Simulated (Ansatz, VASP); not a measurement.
# One calculation of Zn3CdTe4, two programs

```
Zn Cd Te
1.0
     6.28757    0.00000    0.00000
     0.00000    6.28757    0.00000
     0.00000    0.00000    6.28757
Zn Cd Te
3 1 4
Direct
  0.50000 0.00000 0.00000
  0.00000 0.00000 0.50000
  0.00000 0.50000 0.00000
  0.50000 0.50000 0.50000
  0.75934 0.24066 0.75934
  0.75934 0.75934 0.24066
  0.24066 0.24066 0.24066
  0.24066 0.75934 0.75934
```

Alike in both runs: functional PBE; k mesh 4 × 4 × 4; occupations gaussian, width 0.02 eV; no spin polarisation.

Ansatz relaxed the structure, and its values are those at the end. VASP's run is a single point on that final structure, the one shown.

```csv
,VASP,Ansatz
version,VASP 6.6.1,Ansatz 0.2.0
potentials or method,"VASP PAW PBE potentials, release 64 (Zn, Cd, Te), cutoff 520 eV","scalar-relativistic, plane waves, PAW"
valence electrons in the cell,72,120
```

```tsv
	VASP	Ansatz	Ansatz less VASP
gap on the k mesh at the Fermi level (eV)	0.89	0.89	+0.001
least direct gap on the mesh (eV)	0.89	0.89	+0.001
pressure (GPa)	0.1	0.0	-0.09
rms of the force components (eV/Å)	0.008	0.005	-0.0027
```

The functional is the same, so the differences come from potentials, cutoffs and numerics. VASP's potentials hold 72 valence electrons a cell and Ansatz's 120, so a difference there can come from the potentials and not from the codes.

Neither program's run includes spin-orbit coupling.
